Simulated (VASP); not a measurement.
A run of VASP 6.6.1 is set up as follows.

POSCAR

```
CsI
1.0
    4.6081404187      0.0000000000      0.0000000000
    0.0000000000      4.6081404187      0.0000000000
    0.0000000000      0.0000000000      4.6081404187
Cs I
1 1
Direct
    0.0000000000      0.0000000000      0.0000000000
    0.5000000000      0.5000000000      0.5000000000
```

File INCAR.step1:

```
SYSTEM = CsI
PREC = Accurate ; ENCUT = 400
EDIFF = 1E-5 ; ISMEAR = 0
SIGMA = 0.01 ; LREAL = .FALSE.
LASPH = .TRUE. ; NELM = 120
ALGO = Normal ; ISIF = 2
LWAVE = .TRUE. ; LCHARG = .FALSE.
NBANDS = 15 ; GGA = PE
GGA_COMPAT = .FALSE.
```

Contents of INCAR.step2:

```
SYSTEM = CsI
PREC = Accurate ; ENCUT = 400
EDIFF = 1E-6 ; ISMEAR = 0
SIGMA = 0.01 ; LREAL = .FALSE.
LASPH = .TRUE. ; NELM = 120
ALGO = Normal ; ISIF = 2
LWAVE = .FALSE. ; LCHARG = .FALSE.
GGA = PE ; LHFCALC = .TRUE.
HFSCREEN = 0.2079 ; PRECFOCK = Normal
NBANDS = 15 ; ISTART = 1
GGA_COMPAT = .FALSE.
```

KPOINTS

```
regular mesh
0
G
  4 4 4
  0 0 0
```

Potentials or basis: VASP PAW PBE potentials, release 64 (Cs_sv, I).

Command:

```bash
$ cat potpaw_PBE.64/Cs_sv/POTCAR potpaw_PBE.64/I/POTCAR > POTCAR
$ cp INCAR.step1 INCAR
$ mpirun -np 1 vasp_std > vasp.out
$ cp INCAR.step2 INCAR
$ mpirun -np 1 vasp_std > vasp.out
```

(1) Estimate the band gap on the k mesh.

(2) What does it give for the pressure?

## Answers

(1) 4.78 eV (least direct gap 4.88 eV).

(2) 0.2 GPa.

Caveat: the PAW data sets were made with another functional, which shifts forces and pressure a little; spin-orbit coupling is left out, which moves the levels of the heavy elements.
